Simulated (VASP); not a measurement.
# Si5HC6 in VASP: single point with PBEsol

Aim: the single point of Si5HC6 with PBEsol.

All numbers are computed with VASP 6.6.1; they aren't measurements. Logs are shortened: lines on timing, memory, paths and dates and some standing lists are left out, and cuts for length are marked.

## Step 1: The cell of the first run

The cell holds a slab with vacuum, 12 atoms: a = 3.081 Å, b = 4.357 Å, c = 26.261 Å, α = 90.00°, β = 90.00°, γ = 90.00°.

## Step 2: Single point, PBEsol, collinear spin

File INCAR:

```
PREC = Accurate
ENCUT = 520
EDIFF = 1E-6
ISMEAR = 0
SIGMA = 0.05
LREAL = F
LASPH = T
NELM = 150
ALGO = Normal
ISIF = 2
LWAVE = F
LCHARG = F
ISPIN = 2
MAGMOM = 0 0 0 0 0 0 0 0 0 0 1 0
LORBIT = 11
LDIPOL = T
IDIPOL = 3
DIPOL = 0.5 0.5 0.470
GGA = PS
NBANDS = 38
```

File KPOINTS:

```
regular mesh
0
Gamma
  9 6 1
```

File POSCAR:

```
Si5HC6
1.0
    3.0806203173      0.0000000000      0.0000000000
    0.0000000000      4.3566550333      0.0000000000
    0.0000000000      0.0000000000     26.2612406347
Si C H
5 6 1
Direct
    0.5000000000      0.5000000000      0.3236709232
    0.0000000000      0.0000000000      0.3823242892
    0.5000000000      0.4933793507      0.4404594080
    0.0000000000      0.0016845730      0.5004068016
    0.5000000000      0.5240121223      0.5568547644
    0.0000000000      0.2500000000      0.3236709232
    0.5000000000      0.7500000000      0.3823242892
    0.0000000000      0.2473506213      0.4415152284
    0.5000000000      0.7542368486      0.4983326973
    0.0000000000      0.2197722292      0.5586222292
    0.0000000000      0.4707595699      0.5966628990
    0.0000000000      0.4339122819      0.6381732610
```

Potentials or basis: VASP PAW PBE potentials, release 64 (Si, C, H).

Launch:

```
> cat potpaw_PBE.64/Si/POTCAR potpaw_PBE.64/C/POTCAR potpaw_PBE.64/H/POTCAR > POTCAR
> mpirun -np 1 vasp_std > vasp.out
```

OUTCAR:

```text
PREC = Accurate
   ENCUT = 520
   EDIFF = 1E-6
   ISMEAR = 0
   LREAL = F
   LASPH = T
   NELM = 150
   ISIF = 2
   ISPIN = 2
   LORBIT = 11
   GGA = PS

 ion  position               nearest neighbor table
   1  0.500  0.500  0.324-   7 1.89   6 1.89   6 1.89   3 3.07   2 3.08   2 3.08   2 3.08   2 3.08

   2  0.000  0.000  0.382-   6 1.89   7 1.89   7 1.89   8 1.89   3 3.05   3 3.05   1 3.08   1 3.08
                             1 3.08   1 3.08   3 3.09   3 3.09   4 3.10
   3  0.500  0.493  0.440-   8 1.88   8 1.88   7 1.89   9 1.90   2 3.05   2 3.05   5 3.06   1 3.07
                             4 3.07   4 3.07   2 3.09   2 3.09   4 3.12   4 3.12
   4  0.000  0.002  0.500-  10 1.80   8 1.88   9 1.88   9 1.88   5 2.98   5 2.98   3 3.07   3 3.07
                             2 3.10   5 3.12   5 3.12   3 3.12   3 3.12
   5  0.500  0.524  0.557-   9 1.84  11 1.88  11 1.88  10 2.03  10 2.03   4 2.98   4 2.98   3 3.06
                             4 3.12   4 3.12
   6  0.000  0.250  0.324-   2 1.89   1 1.89   1 1.89
   7  0.500  0.750  0.382-   1 1.89   2 1.89   2 1.89   3 1.89
   8  0.000  0.247  0.442-   3 1.88   3 1.88   4 1.88   2 1.89
   9  0.500  0.754  0.498-   5 1.84   4 1.88   4 1.88   3 1.90
  10  0.000  0.220  0.559-  11 1.48   4 1.80   5 2.03   5 2.03
  11  0.000  0.471  0.597-  12 1.10  10 1.48   5 1.88   5 1.88
  12  0.000  0.434  0.638-  11 1.10

  LATTYP: Found a simple orthorhombic cell.
 ALAT       =     3.0806203173
 B/A-ratio  =     1.4142135624
 C/A-ratio  =     8.5246599483

  Lattice vectors:

 A1 = (   3.0806203173,   0.0000000000,   0.0000000000)
 A2 = (   0.0000000000,   4.3566550333,   0.0000000000)
 A3 = (   0.0000000000,   0.0000000000,  26.2612406347)

Analysis of symmetry for initial positions (statically):
=====================================================================
 Subroutine PRICEL returns:
 Original cell was already a primitive cell.

 Routine SETGRP: Setting up the symmetry group for a
 simple orthorhombic supercell.

 Subroutine GETGRP returns: Found  2 space group operations
 (whereof  2 operations were pure point group operations)
 out of a pool of  8 trial point group operations.

The static configuration has the point symmetry C_1h.

Analysis of symmetry for dynamics (positions and initial velocities):
=====================================================================
 Subroutine PRICEL returns:
 Original cell was already a primitive cell.

 Routine SETGRP: Setting up the symmetry group for a
[... 205 lines left out ...]
      5     -11.1242      1.00000
      6     -10.2808      1.00000
[... 729 lines left out ...]
     33       6.4145      0.00000
     34       6.5203      0.00000
 Fermi energy:         0.0381796676

 spin component 2

 k-point     1 :       0.0000    0.0000    0.0000
  band No.  band energies     occupation
      1     -17.2944      1.00000
      2     -15.7700      1.00000
      3     -14.2365      1.00000
      4     -12.3225      1.00000
      5     -11.1242      1.00000
      6     -10.2807      1.00000
[... 729 lines left out ...]
     33       6.4145      0.00000
     34       6.5199      0.00000
 [bands above 34 left out]

------------------------ aborting loop because EDIFF is reached ----------------------------------------

 vacuum level on the upper side and lower side of the slab       (xc-potential included)        -0.783         0.658

  FORCE on cell =-STRESS in cart. coord.  units (eV):
  Direction    XX          YY          ZZ          XY          YZ          ZX
  --------------------------------------------------------------------------------------
  -------------------------------------------------------------------------------------
  Total       -4.0676046     -1.3582101     -1.7484789      0.0000000      1.5316014      0.0000000
  in kB      -18.4902474     -6.1740614     -7.9481197      0.0000000      6.9622523      0.0000000
  external PRESSURE =     -10.8708095 kB  Pullay stress =       0.0000000 kB

 VOLUME and BASIS-vectors are now :
 -----------------------------------------------------------------------------
  energy-cutoff  :      520.00
  volume of cell :      352.46
      direct lattice vectors                 reciprocal lattice vectors
     3.080620317  0.000000000  0.000000000     0.324609948  0.000000000  0.000000000
     0.000000000  4.356655033  0.000000000     0.000000000  0.229533895  0.000000000
     0.000000000  0.000000000 26.261240635     0.000000000  0.000000000  0.038078932

 POSITION                                       TOTAL-FORCE (eV/Angst)
 -----------------------------------------------------------------------------------
      1.54031      2.17833      8.50000         0.000000     -2.810076      1.679406
      0.00000      0.00000     10.04031         0.000000      0.271965     -0.911654
      1.54031      2.14948     11.56701         0.000000      0.004148     -0.004320
      0.00000      0.00734     13.14130         0.000000      0.001096      0.004498
      1.54031      2.28294     14.62370         0.000000      0.007842     -0.003913
      0.00000      1.08916      8.50000         0.000000      1.828060     -0.427036
      1.54031      3.26749     10.04031         0.000000      0.706270     -0.369526
      0.00000      1.07762     11.59474         0.000000      0.001336      0.002081
      1.54031      3.28595     13.08683         0.000000      0.005792     -0.002313
      0.00000      0.95747     14.67011         0.000000     -0.049875     -0.028605
      0.00000      2.05094     15.66911         0.000000      0.036098      0.033913
      0.00000      1.89041     16.75922         0.000000     -0.002654      0.027468
 -----------------------------------------------------------------------------------
    total drift:                                0.000000     -0.000136      0.000097

  FREE ENERGIE OF THE ION-ELECTRON SYSTEM (eV)
  ---------------------------------------------------
  free  energy   TOTEN  =       -85.5920360165 eV

  energy  without entropy=      -85.5892474199  energy(sigma->0) =      -85.59064172

 vacuum level on the upper side and lower side of the slab         3.422         4.888

 total charge

# of ion       s       p       d       tot
------------------------------------------
    1        0.749   0.854   0.000   1.603
    2        0.707   0.946   0.000   1.653
    3        0.711   0.969   0.000   1.680
    4        0.700   0.968   0.000   1.667
    5        0.685   0.966   0.000   1.651
    6        0.852   1.533   0.000   2.385
    7        0.842   1.674   0.000   2.516
    8        0.838   1.699   0.000   2.537
    9        0.839   1.702   0.000   2.541
   10        0.860   1.611   0.000   2.471
   11        0.840   1.684   0.000   2.524
   12        0.614   0.045   0.000   0.659
--------------------------------------------------
tot          9.236  14.651   0.000  23.888

 magnetization (x)

# of ion       s       p       d       tot
------------------------------------------
    1        0.000   0.000   0.000   0.000
    2        0.000   0.000   0.000   0.000
    3        0.000   0.000   0.000   0.000
    4        0.000   0.000   0.000   0.000
    5        0.000   0.000   0.000   0.000
    6       -0.000  -0.000   0.000  -0.000
    7        0.000  -0.000   0.000  -0.000
    8       -0.000  -0.000   0.000  -0.000
    9        0.000  -0.000   0.000  -0.000
   10       -0.000  -0.000   0.000  -0.000
   11       -0.000  -0.000   0.000  -0.000
   12        0.000   0.000   0.000   0.000
--------------------------------------------------
tot          0.000   0.000   0.000   0.000
```

OSZICAR:

```text
N       E                     dE             d eps       ncg     rms          rms(c)
DAV:   1     0.266519452830E+03    0.26652E+03   -0.17099E+04  3040   0.931E+02
DAV:   2    -0.548555063010E+02   -0.32137E+03   -0.30290E+03  4276   0.205E+02
DAV:   3    -0.941042325861E+02   -0.39249E+02   -0.38556E+02  3922   0.700E+01
DAV:   4    -0.959616584968E+02   -0.18574E+01   -0.18500E+01  4184   0.177E+01
[... 31 lines left out ...]
DAV:  36    -0.855920107920E+02   -0.20665E-04   -0.52153E-07  2754   0.160E-03    0.381E-04
DAV:  37    -0.855920258613E+02   -0.15069E-04   -0.25301E-07  2828   0.119E-03    0.185E-04
DAV:  38    -0.855920333968E+02   -0.75354E-05   -0.80005E-08  2790   0.754E-04    0.105E-04
DAV:  39    -0.855920352083E+02   -0.18115E-05   -0.19217E-08  2712   0.437E-04    0.724E-05
DAV:  40    -0.855920360165E+02   -0.80820E-06   -0.93624E-09  2688   0.280E-04
   1 F= -.85592036E+02 E0= -.85590642E+02  d E =-.278860E-02  mag=    -0.0000
```

Wall time 25 min (1 thread of Oxide Virtual Turin-like, shared host); peak memory 0.69 GiB.

What came out:

```
Free energy                                           : -85.5920 eV
Largest force                                         : 3.274 eV/Å
Net moment                                            : 0.00 μB per cell
Valence electrons inside the program's atomic spheres : Si 1.60, 1.65, 1.68, 1.67 (each value once); C 2.38, 2.52, 2.54, 2.47 (each value once); H 0.66
```

Forces in eV/Å, atoms in the order of the input:
```
Si   0.000 -2.810  1.679
Si   0.000  0.272 -0.912
Si   0.000  0.004 -0.004
Si   0.000  0.001  0.004
Si   0.000  0.008 -0.004
C    0.000  1.828 -0.427
C    0.000  0.706 -0.370
C    0.000  0.001  0.002
C    0.000  0.006 -0.002
C    0.000 -0.050 -0.029
C    0.000  0.036  0.034
H    0.000 -0.003  0.027
```

Caveat: the PAW data sets were made with another functional, which shifts forces and pressure a little.
